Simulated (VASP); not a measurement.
# Ga6HN6 (a cell with a defect) in VASP: further runs, part 2 of 2

VASP 6.6.1. The steps go on from the part before.

## Step 5: Single point, PBE

Contents of INCAR:

```
SYSTEM = Ga6HN6
ALGO = Normal ; EDIFF = 1E-6
ENCUT = 520 ; GGA = PE
ISIF = 2 ; ISMEAR = 0
LASPH = .True. ; LCHARG = .True.
LELF = .True. ; LREAL = .False.
LVHAR = .True. ; LWAVE = .False.
NBANDS = 66 ; NELECT = 110.0
NELM = 100 ; PREC = Accurate
SIGMA = 0.02
```

Contents of KPOINTS:

```
k-points
0
Gamma
  3 3 3
  0 0 0
```

Contents of POSCAR:

```
Ga6HN6
1.0
    0.0000000000      0.0000000000     -5.2431684262
    4.8275562260      2.7871908866      0.0000000000
    0.0000000001     -5.5743817732      0.0000000000
Ga N H
6 6 1
Direct
    0.5059723023      0.6830977922      0.6830850660
    0.5059703951      0.3169121038     -0.0000069016
    0.5059696322      1.0000057532      0.3169002400
   -0.0044562749      0.3217240623      0.3217119759
   -0.0044614245      0.0000074572      0.6782850437
   -0.0044578007      0.6782920481     -0.0000045897
    0.1296483242      0.6619941540      0.6619814041
    0.1296448912      0.3380202992     -0.0000050055
    0.1296456541      1.0000078247      0.3380067552
    0.6196466976      0.3586427416      0.3586284295
    0.6196434552      0.0000070429      0.6413550014
    0.6196434552      0.6413667402     -0.0000072594
    0.7713105266      0.0000441217     -0.0000188405
```

Potentials or basis: VASP PAW PBE potentials, release 64 (Ga_d, N, H).

The run is started by

```console
> cat potpaw_PBE.64/Ga_d/POTCAR potpaw_PBE.64/N/POTCAR potpaw_PBE.64/H/POTCAR > POTCAR
> mpirun -np 1 vasp_std > vasp.out
```

OUTCAR:

```text
SYSTEM = Ga6HN6
   EDIFF = 1E-6
   ENCUT = 520
   GGA = PE
   ISIF = 2
   ISMEAR = 0
   LASPH = .True.
   LREAL = .False.
   NELECT = 110.0
   NELM = 100
   PREC = Accurate

 ion  position               nearest neighbor table
   1  0.506  0.683  0.683-  10 1.90   7 1.98  12 1.99  11 1.99
   2  0.506  0.317  1.000-  12 1.90   8 1.98  10 1.99  11 1.99
   3  0.506  0.000  0.317-  11 1.90   9 1.98  12 1.99  10 1.99
   4  0.996  0.322  0.322-   9 1.97   8 1.97  10 1.98   7 2.02
   5  0.996  0.000  0.678-   8 1.97   7 1.97  11 1.98   9 2.02
   6  0.996  0.678  1.000-   9 1.97   7 1.97  12 1.98   8 2.02
   7  0.130  0.662  0.662-   5 1.97   6 1.97   1 1.98   4 2.02
   8  0.130  0.338  1.000-   5 1.97   4 1.97   2 1.98   6 2.02
   9  0.130  0.000  0.338-   4 1.97   6 1.97   3 1.98   5 2.02
  10  0.620  0.359  0.359-   1 1.90   4 1.98   2 1.99   3 1.99
  11  0.620  0.000  0.641-   3 1.90   5 1.98   2 1.99   1 1.99
  12  0.620  0.641  1.000-   2 1.90   6 1.98   1 1.99   3 1.99
  13  0.771  0.000  1.000-

[... 1166 lines left out ...]
     65      12.8604      0.00000
     66      12.9541      0.00000

------------------------ aborting loop because EDIFF is reached ----------------------------------------

  FORCE on cell =-STRESS in cart. coord.  units (eV):
  Direction    XX          YY          ZZ          XY          YZ          ZX
  --------------------------------------------------------------------------------------
  -------------------------------------------------------------------------------------
  Total       15.2165792     15.2182015     12.5686313     -0.0008072      0.0006075      0.0002338
  in kB      172.7864795    172.8049001    142.7186434     -0.0091656      0.0068979      0.0026550
  external PRESSURE =     162.7700077 kB  Pullay stress =       0.0000000 kB

 VOLUME and BASIS-vectors are now :
 -----------------------------------------------------------------------------
  energy-cutoff  :      520.00
  volume of cell :      141.10
      direct lattice vectors                 reciprocal lattice vectors
     0.000000000  0.000000000 -5.243168426     0.000000000  0.000000000 -0.190724371
     4.827556226  2.787190887  0.000000000     0.207144144  0.000000000  0.000000000
     0.000000000 -5.574381773  0.000000000     0.103572072 -0.179392091  0.000000000

 POSITION                                       TOTAL-FORCE (eV/Angst)
 -----------------------------------------------------------------------------------
      3.29769     -1.90385     -2.65290        -0.125625      0.072513      0.132755
      1.52991     -4.69105     -2.65289         0.125583      0.072536      0.132817
      0.00003     -1.76651     -2.65288        -0.000002     -0.144934      0.132770
      1.55314     -0.89664     -5.21980        -0.184760      0.106783      0.098706
      0.00004     -3.78100     -5.21978         0.000064     -0.213188      0.098648
      3.27449     -3.68383     -5.21980         0.184614      0.106630      0.098728
      3.19581     -1.84503     -0.67977        -0.109689      0.063220      0.046633
      1.63181     -4.63223     -0.67975         0.109947      0.063418      0.046120
      0.00004     -1.88416     -0.67975        -0.000047     -0.126733      0.046771
      1.73137     -0.99953     -3.24891        -0.148667      0.085630      0.159552
      0.00003     -3.57514     -3.24889        -0.000183     -0.171555      0.159641
      3.09623     -3.78673     -3.24889         0.149807      0.086500      0.158823
      0.00021     -5.57415     -4.04411        -0.001041     -0.000822     -1.311964
 -----------------------------------------------------------------------------------
    total drift:                               -0.000011      0.000003      0.004301

  FREE ENERGIE OF THE ION-ELECTRON SYSTEM (eV)
  ---------------------------------------------------
  free  energy   TOTEN  =       -66.6900107701 eV

  energy  without entropy=      -66.6900107701  energy(sigma->0) =      -66.69001077
```

OSZICAR:

```text
N       E                     dE             d eps       ncg     rms          rms(c)
DAV:   1     0.145905274824E+04    0.14591E+04   -0.47336E+04  2016   0.310E+03
DAV:   2     0.270691232381E+03   -0.11884E+04   -0.11317E+04  1856   0.834E+02
DAV:   3    -0.452981660145E+02   -0.31599E+03   -0.30051E+03  2234   0.265E+02
DAV:   4    -0.777620767762E+02   -0.32464E+02   -0.31920E+02  2236   0.871E+01
DAV:   5    -0.797003588925E+02   -0.19383E+01   -0.19297E+01  2612   0.220E+01    0.195E+01
DAV:   6    -0.663471214041E+02    0.13353E+02   -0.47323E+01  3296   0.588E+01    0.546E+00
DAV:   7    -0.667802317060E+02   -0.43311E+00   -0.78758E+00  2168   0.133E+01    0.479E+00
DAV:   8    -0.667149678619E+02    0.65264E-01   -0.10249E+00  2568   0.119E+01    0.141E+00
DAV:   9    -0.666832928810E+02    0.31675E-01   -0.27578E-01  2616   0.814E+00    0.347E-01
DAV:  10    -0.666887563725E+02   -0.54635E-02   -0.52759E-02  2296   0.205E+00    0.177E-01
DAV:  11    -0.666897520336E+02   -0.99566E-03   -0.90250E-03  2552   0.166E+00    0.783E-02
DAV:  12    -0.666898684962E+02   -0.11646E-03   -0.14855E-03  2392   0.865E-01    0.500E-02
DAV:  13    -0.666900051923E+02   -0.13670E-03   -0.10998E-03  2688   0.192E-01    0.277E-02
DAV:  14    -0.666900104871E+02   -0.52948E-05   -0.51813E-05  2496   0.744E-02    0.984E-03
DAV:  15    -0.666900106023E+02   -0.11516E-06   -0.28543E-05  2216   0.430E-02    0.690E-03
DAV:  16    -0.666900107701E+02   -0.16779E-06   -0.48614E-06  1888   0.312E-02
   1 F= -.66690011E+02 E0= -.66690011E+02  d E =-.489472E-23
```

stdout:

```text
POSCAR found type information on POSCAR GaN H
 POSCAR found :  3 types and      13 ions
 scaLAPACK will be used
 LDA part: xc-table for (Slater+PW92), standard interpolation
 POSCAR, INCAR and KPOINTS ok, starting setup
 FFT: planning ... GRIDC
 FFT: planning ... GRID_SOFT
 FFT: planning ... GRID
 WAVECAR not read
 entering main loop
 the old and the new charge density differ
 old charge density:   109.00000 new  110.00000
    0.195E+01
```

It took 2.5 min on 1 thread of Intel Xeon Platinum 8488C (Sapphire Rapids), shared host; peak memory 0.3 GiB.

What came out:

```
Free energy   : -66.6900 eV
Largest force : 1.312 eV/Å
```

Forces on the atoms (eV/Å):
```
Ga  -0.126  0.073  0.133
Ga   0.126  0.073  0.133
Ga   0.000 -0.145  0.133
Ga  -0.185  0.107  0.099
Ga   0.000 -0.213  0.099
Ga   0.185  0.107  0.099
N   -0.110  0.063  0.047
N    0.110  0.063  0.046
N    0.000 -0.127  0.047
N   -0.149  0.086  0.160
N    0.000 -0.172  0.160
N    0.150  0.086  0.159
H   -0.001 -0.001 -1.312
```

Caveat: the k points lie up to 0.43 Å⁻¹ apart; the cell carries a net charge on a neutralising background, which shifts energy and pressure; the cell is charged against a uniform background, so pressure and absolute levels hang on convention.
